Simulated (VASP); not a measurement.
Here is a VASP 6.6.1 calculation.

POSCAR

```
AlBSb2
1.0
    4.0461533425      0.0000000000      0.0000000000
    0.0000000000      4.0461533425      0.0000000000
    0.0000000000      0.0000000000      5.9382875456
B Sb Al
1 2 1
Direct
    0.0000000000      0.0000000000      0.0000000000
    0.0000000000      0.5000000000      0.2148476448
    0.5000000000      0.0000000000      0.7851523552
    0.5000000000      0.5000000000      0.5000000000
```

File INCAR.step1:

```
  PREC = Accurate
  ENCUT = 520
  ISMEAR = -1
  SIGMA = 0.02
  LREAL = False
  LASPH = True
  NELM = 80
  NBANDS = 16
  GGA = PE
  ALGO = Normal
  EDIFF = 1E-4
  LWAVE = True
  LCHARG = False
```

Contents of INCAR.step2:

```
  PREC = Accurate
  ENCUT = 520
  EDIFF = 1E-6
  ISMEAR = -1
  SIGMA = 0.02
  LREAL = False
  LASPH = True
  NELM = 80
  ALGO = Normal
  ISIF = 2
  LWAVE = False
  LCHARG = False
  METAGGA = R2SCAN
  LMIXTAU = True
  NBANDS = 16
  ISTART = 1
```

File KPOINTS:

```
regular mesh
0
Gamma
  6 6 4
```

Potentials or basis: VASP PAW PBE potentials, release 64 (B, Sb, Al).

Launch:

```sh
$ cat potpaw_PBE.64/B/POTCAR potpaw_PBE.64/Sb/POTCAR potpaw_PBE.64/Al/POTCAR > POTCAR
$ cp INCAR.step1 INCAR
$ mpirun -np 1 vasp_std > vasp.out
$ cp INCAR.step2 INCAR
$ mpirun -np 1 vasp_std > vasp.out
```

Task: Predict the band gap on the k mesh.

Result: 0.10 eV, direct.

Task: Estimate the largest force.

Result: 0.043 eV/Å.

Task: Predict the pressure.

Result: -1.8 GPa.

Stress tensor (GPa, compression positive):
```
-1.73  0.00  0.00
 0.00 -1.73  0.00
 0.00  0.00 -1.91
```

Caveat: the PAW data sets were made with another functional, which shifts forces and pressure a little; spin-orbit coupling is left out, which moves the levels of the heavy elements. A k mesh can miss the band edges.
